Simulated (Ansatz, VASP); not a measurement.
**Ni in VASP and in Ansatz**

Contents of POSCAR:

```
Ni
1.0
    0.0000000000      1.7380692641      1.7380692641
    1.7380692641      0.0000000000      1.7380692641
    1.7380692641      1.7380692641      0.0000000000
Ni
1
Direct
    0.0000000000      0.0000000000      0.0000000000
```

The input INCAR.step1:

```
SYSTEM = Ni
PREC = Accurate ; ENCUT = 520
ISMEAR = 1 ; SIGMA = 0.6
LREAL = .FALSE. ; LASPH = .TRUE.
NELM = 150 ; ISPIN = 2
MAGMOM = 0.807 ; LMAXMIX = 4
NBANDS = 15 ; GGA = PE
ALGO = Normal ; EDIFF = 1E-4
LWAVE = .TRUE. ; LCHARG = .FALSE.
```

File INCAR.step2:

```
SYSTEM = Ni
PREC = Accurate ; ENCUT = 520
EDIFF = 1E-6 ; ISMEAR = 1
SIGMA = 0.6 ; LREAL = .FALSE.
LASPH = .TRUE. ; NELM = 150
ALGO = Normal ; ISIF = 2
LWAVE = .FALSE. ; LCHARG = .FALSE.
ISPIN = 2 ; MAGMOM = 0.807
LORBIT = 11 ; LMAXMIX = 4
METAGGA = R2SCAN ; LMIXTAU = .TRUE.
NBANDS = 15 ; ISTART = 1
```

KPOINTS

```
regular mesh
0
G
  15 15 15
  0 0 0
```

Input for Ansatz:

```yaml
crystal:
  lattice:
    - [0.0, 1.7380692641, 1.7380692641]
    - [1.7380692641, 0.0, 1.7380692641]
    - [1.7380692641, 1.7380692641, 0.0]
  atoms:
    - { symbol: Ni, position: [0.0, 0.0, 0.0], spin: 0.807 }
hamiltonian:
  xc: r2scan
  pseudopotentials:
    kind: paw
    azcp:
      Ni: "pseudopotentials/Ni.paw.azcp"
basis:
  ecutwfc: 500
  fft_grid_basis: typed
kpoints:
  mp_grid: { grid: [15, 15, 15], shift: [0, 0, 0] }
magnetization:
  spin_polarized: true
scf:
  occupations: { method: methfessel_paxton, width: 0.6 }
  lower_state_search: "off"
output:
  stress: true
```

Alike in both runs: task single point; functional r2SCAN; k mesh 15 × 15 × 15; occupations methfessel-paxton of order 1, width 0.6 eV; collinear spin.

|  | VASP | Ansatz |
| --- | --- | --- |
| version | VASP 6.6.1 | Ansatz 0.2.0 |
| potentials or method | VASP PAW PBE potentials, release 64 (Ni), cutoff 520 eV | plane waves (500 eV) with PAW, scalar-relativistic |
| valence electrons in the cell | 10 | 18 |

|  | VASP | Ansatz | Ansatz less VASP |
| --- | --- | --- | --- |
| pressure (GPa) | 0.7 | 0.4 | -0.30 |
| net moment per atom (μB) | 0.73 | 0.74 | +0.014 |
| size of the moment on the site where the two differ most (μB) | 0.74 | 0.81 | +0.063 |

VASP's potentials were made for PBE, not for r2SCAN. Site moments also hang on the region over which each program counts them. VASP's potentials hold 10 valence electrons a cell and Ansatz's 18, so a difference there can come from the potentials and not from the codes. Ansatz's warnings: stability check not made.
